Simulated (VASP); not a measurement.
A run of VASP 6.6.1:

Contents of INCAR:

```
PREC = Accurate ; ENCUT = 520
EDIFF = 1E-6 ; ISMEAR = -1
SIGMA = 0.05 ; LREAL = Auto
LASPH = True ; NELM = 150
ALGO = Normal ; ISIF = 2
LWAVE = False ; LCHARG = False
ISPIN = 2 ; MAGMOM = 0 0 0 0 0 0 0 0 0 0 0 0 0 0 0 0 0
LORBIT = 11 ; GGA = PE
NBANDS = 52
```

The input KPOINTS:

```
Automatic mesh
0
Gamma
  2 2 2
```

The input POSCAR:

```
Si16B
1.0
    0.0000000000      5.4300000000      5.4300000000
    5.4300000000      0.0000000000      5.4300000000
    5.4300000000      5.4300000000      0.0000000000
Si B
16 1
Direct
   -0.0417863720      0.0290607735     -0.0098526703
    0.1205709024      0.0515101289      0.1707550645
   -0.0234990792     -0.0192265193      0.5168139963
    0.1495580110      0.0926335175      0.6147329650
    0.0043001842      0.4544843462      0.0284990792
    0.1374493554      0.6595856354      0.0613351750
    0.0325690608      0.4552946593      0.4735451197
    0.1633425414      0.5957734807      0.6036372007
    0.4910681400      0.0472559853     -0.0106445672
    0.5981307551      0.1557918969      0.1418139963
    0.5241620626     -0.0155064457      0.5253038674
    0.6223756906      0.1482136280      0.6008287293
    0.4823388582      0.5241068140      0.0306629834
    0.6466390424      0.6769337017      0.0927348066
    0.5513812155      0.5455616943      0.4616206262
    0.6707918969      0.6112707182      0.6318232044
   -0.0037384899      0.7924677716      0.3435174954
```

Potentials or basis: VASP PAW PBE potentials, release 64 (Si, B).

Launch:

```bash
$ cat potpaw_PBE.64/Si/POTCAR potpaw_PBE.64/B/POTCAR > POTCAR
$ mpirun -np 1 vasp_std > vasp.out
```

Hardware: 1 thread of AMD EPYC 9R45 (Zen 5), with other jobs on the host.

Task: How long does it take, and how much memory?

Result: Wall time 5.6 min on 1 thread of AMD EPYC 9R45 (Zen 5), with other jobs on the host, peak memory 0.67 GiB. Counts: scf iterations 15, k points 8.
